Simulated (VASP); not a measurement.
# W (Pm-3m) in VASP: notebook

Runs on W. Level: PBE. Tasks: single point, relaxation of cell and atoms.

Everything below comes from runs of VASP 6.6.1. Logs are shortened: lines on timing, memory, paths and dates and some standing lists are left out, and cuts for length are marked.

### Step 1. The cell of the first run

It takes space group Pm-3m (No. 221, cubic). The conventional cell has a = 2.542 Å, b = 2.542 Å, c = 2.542 Å, α = 90.00°, β = 90.00°, γ = 90.00°. Within 3.4 Å of W (site symmetry m-3m) lie 6 W at 2.54 Å.

### Step 2. Single point, PBE

Contents of INCAR:

```
SYSTEM = W
PREC = Accurate
ENCUT = 520
EDIFF = 1E-6
ISMEAR = -1
SIGMA = 0.1
LREAL = .FALSE.
LASPH = .TRUE.
NELM = 80
ALGO = Normal
ISIF = 2
LWAVE = .FALSE.
LCHARG = .FALSE.
GGA = PE
NBANDS = 13
```

Contents of KPOINTS:

```
regular mesh
0
G
  9 9 9
  0 0 0
```

Contents of POSCAR:

```
W
1.0
    2.5419695102      0.0000000000      0.0000000000
    0.0000000000      2.5419695102      0.0000000000
    0.0000000000      0.0000000000      2.5419695102
W
1
Direct
    0.0000000000      0.0000000000      0.0000000000
```

Potentials or basis: VASP PAW PBE potentials, release 64 (W_sv).

Command:

```
> cat potpaw_PBE.64/W_sv/POTCAR > POTCAR
> mpirun -np 1 vasp_std > vasp.out
```

OUTCAR:

```text
SYSTEM = W
   PREC = Accurate
   ENCUT = 520
   EDIFF = 1E-6
   ISMEAR = -1
   LREAL = .FALSE.
   LASPH = .TRUE.
   NELM = 80
   ISIF = 2
   GGA = PE

 ion  position               nearest neighbor table
   1  0.000  0.000  0.000-

  LATTYP: Found a simple cubic cell.
 ALAT       =     2.5419695102

  Lattice vectors:

 A1 = (   2.5419695102,   0.0000000000,   0.0000000000)
 A2 = (   0.0000000000,   2.5419695102,   0.0000000000)
 A3 = (   0.0000000000,   0.0000000000,   2.5419695102)

Analysis of symmetry for initial positions (statically):
=====================================================================
 Subroutine PRICEL returns:
 Original cell was already a primitive cell.

 Routine SETGRP: Setting up the symmetry group for a
 simple cubic supercell.

 Subroutine GETGRP returns: Found 48 space group operations
 (whereof 48 operations were pure point group operations)
 out of a pool of 48 trial point group operations.

The static configuration has the point symmetry O_h .

Analysis of symmetry for dynamics (positions and initial velocities):
=====================================================================
 Subroutine PRICEL returns:
 Original cell was already a primitive cell.

 Routine SETGRP: Setting up the symmetry group for a
 simple cubic supercell.

 Subroutine GETGRP returns: Found 48 space group operations
 (whereof 48 operations were pure point group operations)
 out of a pool of 48 trial point group operations.

The dynamic configuration has the point symmetry O_h .

 Subroutine INISYM returns: Found 48 space group operations
 (whereof 48 operations are pure point group operations),
 and found     1 'primitive' translations

----------------------------------------------------------------------------------------

                                     Primitive cell

  volume of cell :      16.4252

  direct lattice vectors                    reciprocal lattice vectors
     2.541969510  0.000000000  0.000000000     0.393395749  0.000000000  0.000000000
     0.000000000  2.541969510  0.000000000     0.000000000  0.393395749  0.000000000
     0.000000000  0.000000000  2.541969510     0.000000000  0.000000000  0.393395749

  length of vectors
     2.541969510  2.541969510  2.541969510     0.393395749  0.393395749  0.393395749

  position of ions in fractional coordinates (direct lattice)
     0.000000000  0.000000000  0.000000000

  ion indices of the primitive-cell ions
   primitive index   ion index
                 1           1

----------------------------------------------------------------------------------------

 KPOINTS: regular mesh

Automatic generation of k-mesh.
 Grid dimensions read from file:
 generate k-points for:    9    9    9

 Generating k-lattice:

  Cartesian coordinates                     Fractional coordinates (reciprocal lattice)
     0.043710639  0.000000000  0.000000000     0.111111111  0.000000000  0.000000000
     0.000000000  0.043710639  0.000000000     0.000000000  0.111111111  0.000000000
     0.000000000  0.000000000  0.043710639     0.000000000  0.000000000  0.111111111

  Length of vectors
     0.043710639  0.043710639  0.043710639

  Shift w.r.t. Gamma in fractional coordinates (k-lattice)
     0.000000000  0.000000000  0.000000000

 Subroutine IBZKPT returns following result:
 ===========================================

 Found     35 irreducible k-points:

 Following reciprocal coordinates:
            Coordinates               Weight
  0.000000  0.000000  0.000000      1.000000
  0.111111  0.000000  0.000000      6.000000
  0.222222  0.000000  0.000000      6.000000
  0.333333  0.000000  0.000000      6.000000
  0.444444  0.000000  0.000000      6.000000
  0.111111  0.111111  0.000000     12.000000
[... 16 lines left out ...]
  0.333333  0.333333  0.111111     24.000000
  0.444444  0.333333  0.111111     48.000000
 [... further k-points ...]
   k-points           NKPTS =     35   k-points in BZ     NKDIM =     35   number of bands    NBANDS=     13
   number of dos      NEDOS =    301   number of ions     NIONS =      1
   total plane-waves  NPLWV =   8000
   dimension x,y,z NGX =    20 NGY =   20 NGZ =   20
   dimension x,y,z NGXF=    40 NGYF=   40 NGZF=   40
   ions per type =               1
   NGX,Y,Z   is equivalent  to a cutoff of  13.08, 13.08, 13.08 a.u.
   NGXF,Y,Z  is equivalent  to a cutoff of  26.16, 26.16, 26.16 a.u.
 SYSTEM =  W
   PREC   = accura    normal or accurate (medium, high low for compatibility)
   ISTART =      0    job   : 0-new  1-cont  2-samecut
   ICHARG =      2    charge: 1-file 2-atom 10-const
   ISPIN  =      1    spin polarized calculation?
   LNONCOLLINEAR =      F non collinear calculations
   LSORBIT =      F    spin-orbit coupling
   LASPH  =      T    aspherical Exc in radial PAW
   ENCUT  =  520.0 eV  38.22 Ry    6.18 a.u.   4.73  4.73  4.73*2*pi/ulx,y,z
   NELM   =     80;   NELMIN=  2; NELMDL= -5     # of ELM steps
   EDIFF  = 0.1E-05   stopping-criterion for ELM
   LREAL  =      F    real-space projection
   EDIFFG = 0.1E-04   stopping-criterion for IOM
   NSW    =      0    number of steps for IOM
   IBRION =     -1    ionic relax: 0-MD 1-quasi-New 2-CG
   NFREE  =      0    steps in history (QN), initial steepest desc. (CG)
   ISIF   =      2    stress and relaxation
   ISYM   =      2    0-nonsym 1-usesym 2-fastsym
   POTIM  = 0.5000    time-step for ionic-motion
   TEBEG  =    0.0;   TEEND  =   0.0 temperature during run
   PSTRESS=    0.0 pullay stress
   NELECT =      14.0000    total number of electrons
   NUPDOWN=      -1.0000    fix difference up-down
   EMIN   =  10.00;   EMAX   =-10.00  energy-range for DOS
   EFERMI =   0.00;   METHOD = LEGACY
   ISMEAR =    -1;   SIGMA  =   0.10  broadening in eV -4-tet -1-fermi 0-gaus
   EFERMI_NEDOS =   21; number of points for ismear=-14 and -15
   IALGO  =     38    algorithm
   IMIX   =      4    mixing-type and parameters
     AMIX     =   0.40;   BMIX     =  1.00
     AMIX_MAG =   1.60;   BMIX_MAG =  1.00
  volume/ion in A,a.u.               =      16.43       110.84
  Fermi-wavevector in a.u.,A,eV,Ry     =   1.552198  2.933229 32.780778  2.409319
  Thomas-Fermi vector in A             =   2.656608
   LORBIT       =      0    0 simple, 1 ext, 2 COOP (PROOUT), +10 PAW based schemes
   GGA     = PE    functional components
[... 5 lines left out ...]
 non-spin polarized calculation
  energy-cutoff  :      520.00
  volume of cell :       16.43
 maximum number of plane-waves:       461
 NGX is ok and might be reduce to    20
   NGX =  9   NGY =  9   NGZ =  9

 number of electron      13.9999998 magnetization

 Free energy of the ion-electron system (eV)
  ---------------------------------------------------
  ext. energy  EPLUGINS =         0.00000000
  ---------------------------------------------------
  free energy    TOTEN  =       -11.33297653 eV

  energy without entropy =      -11.29754000  energy(sigma->0) =      -11.31525826

 E-fermi :  10.9324     XC(G=0): -13.2874

 val. band max:       10.9248594269   @ k =   0.4444   0.3333   0.1111
 cond. band min:      10.9421821892   @ k =   0.4444   0.1111   0.1111
 fundamental gap:      0.0173227623
 Fermi energy:        10.9323548349

 k-point     1 :       0.0000    0.0000    0.0000
  band No.  band energies     occupation
      1     -63.1896      2.00000
      2     -26.6232      2.00000
      3     -26.6232      2.00000
      4     -26.6232      2.00000
      5       1.7030      2.00000
      6       5.8941      2.00000
      7       5.8941      2.00000
      8      16.2895      0.00000
      9      16.2895      0.00000
     10      16.2895      0.00000
     11      26.4622      0.00000
     12      26.4622      0.00000
     13      26.4622      0.00000

 k-point     2 :       0.1111    0.0000    0.0000
  band No.  band energies     occupation
      1     -63.1721      2.00000
      2     -26.8486      2.00000
      3     -26.6043      2.00000
      4     -26.6043      2.00000
      5       2.1392      2.00000
      6       6.0106      2.00000
      7       6.4039      2.00000
      8      15.5273      0.00000
      9      15.5273      0.00000
     10      16.3441      0.00000
     11      24.5429      0.00000
     12      27.4196      0.00000
     13      27.4196      0.00000

 k-point     3 :       0.2222    0.0000    0.0000
  band No.  band energies     occupation
      1     -63.1280      2.00000
      2     -27.3936      2.00000
      3     -26.5561      2.00000
      4     -26.5561      2.00000
      5       3.1848      2.00000
      6       6.3208      2.00000
      7       7.8375      2.00000
      8      14.0094      0.00000
      9      14.0094      0.00000
     10      16.4849      0.00000
     11      21.8125      0.00000
     12      28.8598      0.00000
     13      29.4222      0.00000

 k-point     4 :       0.3333    0.0000    0.0000
  band No.  band energies     occupation
      1     -63.0775      2.00000
      2     -27.9744      2.00000
      3     -26.5008      2.00000
      4     -26.5008      2.00000
      5       4.3869      2.00000
      6       6.7041      2.00000
      7       9.4636      2.00000
      8      12.6689      0.00000
      9      12.6689      0.00000
     10      16.6500      0.00000
     11      20.4571      0.00000
     12      26.3984      0.00000
     13      31.4048      0.00000

 k-point     5 :       0.4444    0.0000    0.0000
  band No.  band energies     occupation
      1     -63.0444      2.00000
      2     -28.3341      2.00000
      3     -26.4643      2.00000
      4     -26.4643      2.00000
      5       5.3044      2.00000
      6       6.9754      2.00000
      7      10.0907      1.99956
      8      11.9234      0.00010
      9      11.9234      0.00010
     10      16.7608      0.00000
     11      21.1635      0.00000
     12      25.0792      0.00000
     13      30.9816      0.00000

 k-point     6 :       0.1111    0.1111    0.0000
  band No.  band energies     occupation
      1     -63.1548      2.00000
      2     -26.8400      2.00000
      3     -26.8166      2.00000
      4     -26.5855      2.00000
      5       2.5795      2.00000
      6       6.3272      2.00000
      7       6.7043      2.00000
      8      14.6953      0.00000
      9      15.4354      0.00000
     10      15.7645      0.00000
     11      25.2330      0.00000
     12      25.6741      0.00000
     13      28.3972      0.00000

 k-point     7 :       0.2222    0.1111    0.0000
  band No.  band energies     occupation
      1     -63.1108      2.00000
      2     -27.3706      2.00000
      3     -26.7760      2.00000
      4     -26.5376      2.00000
      5       3.6199      2.00000
      6       6.7145      2.00000
      7       8.0211      2.00000
      8      13.1636      0.00000
      9      14.0748      0.00000
     10      15.8051      0.00000
     11      22.6534      0.00000
     12      27.1130      0.00000
     13      29.6023      0.00000
[... 193 lines left out ...]
 k-point    20 :       0.2222    0.2222    0.1111
  band No.  band energies     occupation
      1     -63.0502      2.00000
      2     -27.3132      2.00000
      3     -27.2623      2.00000
      4     -26.7053      2.00000
      5       5.0252      2.00000
      6       7.8425      2.00000
      7       9.0267      2.00000
      8      11.8929      0.00013
      9      13.3792      0.00000
     10      13.6774      0.00000
     11      25.0563      0.00000
     12      25.1730      0.00000
     13      29.5994      0.00000

 k-point    21 :       0.3333    0.2222    0.1111
  band No.  band energies     occupation
      1     -63.0004      2.00000
      2     -27.8551      2.00000
      3     -27.2185      2.00000
      4     -26.6476      2.00000
      5       5.9634      2.00000
      6       7.9285      2.00000
      7       9.7022      1.99999
      8      11.3470      0.03115
      9      13.4826      0.00000
     10      13.8456      0.00000
     11      22.8457      0.00000
     12      26.5081      0.00000
     13      29.3851      0.00000

 k-point    22 :       0.4444    0.2222    0.1111
  band No.  band energies     occupation
      1     -62.9678      2.00000
      2     -28.2061      2.00000
      3     -27.1740      2.00000
      4     -26.6095      2.00000
      5       6.7024      2.00000
      6       7.5807      2.00000
      7       9.6100      2.00000
      8      10.6638      1.87236
      9      14.0286      0.00000
     10      15.5946      0.00000
     11      21.6474      0.00000
     12      27.7660      0.00000
     13      28.6293      0.00000

 k-point    23 :       0.3333    0.3333    0.1111
  band No.  band energies     occupation
      1     -62.9511      2.00000
      2     -27.7950      2.00000
      3     -27.7584      2.00000
      4     -26.5910      2.00000
      5       5.9532      2.00000
      6       7.7439      2.00000
      7      11.3260      0.03829
      8      11.4088      0.01691
      9      13.5043      0.00000
     10      14.1095      0.00000
     11      23.0008      0.00000
     12      25.1446      0.00000
     13      29.5038      0.00000

 k-point    24 :       0.4444    0.3333    0.1111
  band No.  band energies     occupation
      1     -62.9187      2.00000
      2     -28.1232      2.00000
      3     -27.7253      2.00000
      4     -26.5537      2.00000
      5       5.5366      2.00000
      6       8.0249      2.00000
      7      10.9249      1.03746
      8      11.5552      0.00394
      9      13.9566      0.00000
     10      16.5549      0.00000
     11      21.5242      0.00000
     12      26.0548      0.00000
     13      28.1523      0.00000

 [... further k-points ...]
[... 5 lines left out ...]
  --------------------------------------------------------------------------------------
  -------------------------------------------------------------------------------------
  Total        3.2046330      3.2046330      3.2046330      0.0000000      0.0000000     -0.0000000
  in kB      312.5920063    312.5920063    312.5920063      0.0000000      0.0000000     -0.0000000
  external PRESSURE =     312.5920063 kB  Pullay stress =       0.0000000 kB

 VOLUME and BASIS-vectors are now :
 -----------------------------------------------------------------------------
  energy-cutoff  :      520.00
  volume of cell :       16.43
      direct lattice vectors                 reciprocal lattice vectors
     2.541969510  0.000000000  0.000000000     0.393395749  0.000000000  0.000000000
     0.000000000  2.541969510  0.000000000     0.000000000  0.393395749  0.000000000
     0.000000000  0.000000000  2.541969510     0.000000000  0.000000000  0.393395749

 POSITION                                       TOTAL-FORCE (eV/Angst)
 -----------------------------------------------------------------------------------
      0.00000      0.00000      0.00000         0.000000      0.000000      0.000000
 -----------------------------------------------------------------------------------
    total drift:                               -0.000000      0.000000     -0.000000

  FREE ENERGIE OF THE ION-ELECTRON SYSTEM (eV)
  ---------------------------------------------------
  free  energy   TOTEN  =       -11.3329765314 eV

  energy  without entropy=      -11.2975399958  energy(sigma->0) =      -11.31525826
```

Run time: 6.8 s. Hardware: 1 thread of AMD EPYC 7R43 (Zen 3), shared host; peak memory 0.09 GiB.

What came out:

| Property | Result |
| --- | --- |
| Free energy | -11.3330 eV |
| Pressure | 31.3 GPa |
| Band gap on the k mesh | zero (band 7 reaches 12.78 eV, above the bottom of band 8 at 10.35 eV) |

Caveat: spin-orbit coupling is left out, which moves the levels of the heavy elements.

### Step 3. Single point, PBE

This run uses another cell than the first one, of 18.41 Å³/atom, 1.121 times its volume.

Contents of INCAR:

```
SYSTEM = W
PREC = Accurate
ENCUT = 520
EDIFF = 1E-7
ISMEAR = -1
SIGMA = 0.1
LREAL = .False.
LASPH = .True.
NELM = 80
ALGO = Normal
ISIF = 2
LWAVE = .False.
LCHARG = .False.
GGA = PE
NBANDS = 13
```

Contents of KPOINTS:

```
regular mesh
0
Gamma
  9 9 9
  0 0 0
```

Contents of POSCAR:

```
W
1.0
    2.6404597678      0.0000000000      0.0000000000
    0.0000000000      2.6404597678      0.0000000000
    0.0000000000      0.0000000000      2.6404597678
W
1
Direct
    0.0000000000      0.0000000000      0.0000000000
```

Potentials or basis: VASP PAW PBE potentials, release 64 (W_sv).

Command:

```
> cat potpaw_PBE.64/W_sv/POTCAR > POTCAR
> mpirun -np 1 vasp_std > vasp.out
```

Run time: 7.8 s. Hardware: 1 thread of AMD EPYC 7R43 (Zen 3), shared host; peak memory 0.09 GiB.

Results (log left out):

```
Free energy            : -11.5134 eV
Pressure               : 0.6 GPa
Band gap on the k mesh : zero (band 7 reaches 11.04 eV, above the bottom of band 8 at 8.81 eV)
```

Levels at points of the mesh, in eV from the Fermi level:
```csv
k point,band 5,band 6,band 7,band 8,band 9,band 10
"(0.00, 0.00, 0.00)",-8.64,-4.37,-4.37,4.59,4.59,4.59
```

Caveat: spin-orbit coupling is left out, which moves the levels of the heavy elements.

(Continued in part 2 of 2.)
